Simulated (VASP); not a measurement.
Here is a VASP 6.6.1 calculation.

Contents of POSCAR:

```
Au
1.0
   -1.6384946041      1.6384946041      1.6384946041
    1.6384946041     -1.6384946041      1.6384946041
    1.6384946041      1.6384946041     -1.6384946041
Au
1
Direct
    0.0000000000      0.0000000000      0.0000000000
```

The input INCAR.step1:

```
SYSTEM = Au
  PREC = Accurate
  ENCUT = 600
  ISMEAR = 0
  SIGMA = 0.1
  LREAL = .False.
  LASPH = .True.
  NELM = 100
  GGA = PE
  ALGO = Normal
  EDIFF = 1E-4
  LWAVE = .True.
  LCHARG = .False.
```

Contents of INCAR.step2:

```
SYSTEM = Au
  PREC = Accurate
  ENCUT = 600
  EDIFF = 1E-7
  ISMEAR = 0
  SIGMA = 0.1
  LREAL = .False.
  LASPH = .True.
  NELM = 100
  ALGO = Normal
  ISIF = 3
  LWAVE = .False.
  LCHARG = .False.
  METAGGA = R2SCAN
  LMIXTAU = .True.
  IBRION = 2
  NSW = 100
  EDIFFG = -0.01
  ISTART = 1
```

Contents of KPOINTS:

```
Automatic mesh
0
Gamma
  18 18 18
  0 0 0
```

Potentials or basis: VASP PAW PBE potentials, release 64 (Au).

Command:

```console
$ cat potpaw_PBE.64/Au/POTCAR > POTCAR
$ cp INCAR.step1 INCAR
$ mpirun -np 1 vasp_std > vasp.out
$ cp INCAR.step2 INCAR
$ mpirun -np 1 vasp_std > vasp.out
```

Estimate the band gap on the k mesh.

zero (an odd number of electrons rules out a gap without spin polarisation).

Estimate the relaxed cell.

a = 2.839 Å, b = 2.839 Å, c = 2.839 Å, α = 109.47°, β = 109.47°, γ = 109.47°.

What does it give for the relaxed volume?

17.61 Å³/atom.

Estimate the space group after relaxing (to 0.1 Å).

Im-3m (No. 229).

Final structure:
```yaml
crystal:
  lattice:
    - [-1.63884, 1.63884, 1.63884]
    - [1.63884, -1.63884, 1.63884]
    - [1.63884, 1.63884, -1.63884]
  atoms:
    - { symbol: Au, position: [0.00000, 0.00000, 0.00000] }
```

Caveat: the PAW data sets were made with another functional, which shifts forces and pressure a little; spin-orbit coupling is left out, which moves the levels of the heavy elements.
